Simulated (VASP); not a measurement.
Write the native input for VASP 6.6.1 that does the following.

* Task: single point
* Functional: PBEsol
* Potentials or basis: VASP PAW PBE potentials, release 64 (Ga_d, As)
* Cutoff: 520 eV
* k mesh: 10 × 10 × 6
* Occupations: gaussian, width 0.01 eV
* Spin: no spin polarisation
* Dipole correction: no
* Further INCAR settings: ALGO = Normal; EDIFF = 1e-06; NBANDS = 26

The structure of GaAs lies in POSCAR:

```
GaAs
1.0
    2.8289764104      2.8289764104      0.0000000000
   -2.8289764104      2.8289764104      0.0000000000
    0.0000000000      0.0000000000      5.9974299901
Ga As
2 2
Direct
    0.0000000000      0.0000000000      0.0000000000
    0.5000000000      0.5000000000      0.5000000000
    0.5000000000      0.0000000000      0.7500000000
    0.0000000000      0.5000000000      0.2500000000
```

This cell differs from its parent crystal: strain along c alone, the other axes held: +6.0 %.

The input as run:

INCAR

```
PREC = Accurate ; ENCUT = 520
EDIFF = 1E-6 ; ISMEAR = 0
SIGMA = 0.01 ; LREAL = False
LASPH = True ; NELM = 60
ALGO = Normal ; ISIF = 2
LWAVE = False ; LCHARG = True
GGA = PS ; LELF = True
LVHAR = True ; NBANDS = 26
```

KPOINTS

```
regular mesh
0
Gamma
  10 10 6
```

Potentials or basis: VASP PAW PBE potentials, release 64 (Ga_d, As).

Launch:

```console
$ cat potpaw_PBE.64/Ga_d/POTCAR potpaw_PBE.64/As/POTCAR > POTCAR
$ mpirun -np 1 vasp_std > vasp.out
```

It gave:

```json
{
  "Pressure": "-3.4 GPa",
  "Band gap on the k mesh": "zero (filled and empty bands touch)"
}
```

Caveat: the cell differs from its parent crystal (strain along c alone, the other axes held: +6.0 %); the cell stands under tension; semilocal functionals underestimate gaps, and a narrow one can read as zero; the PAW data sets were made with another functional, which shifts forces and pressure a little.

It took 5.6 min on 1 thread of AMD EPYC 7R13 (shared host), peak memory 0.29 GiB.
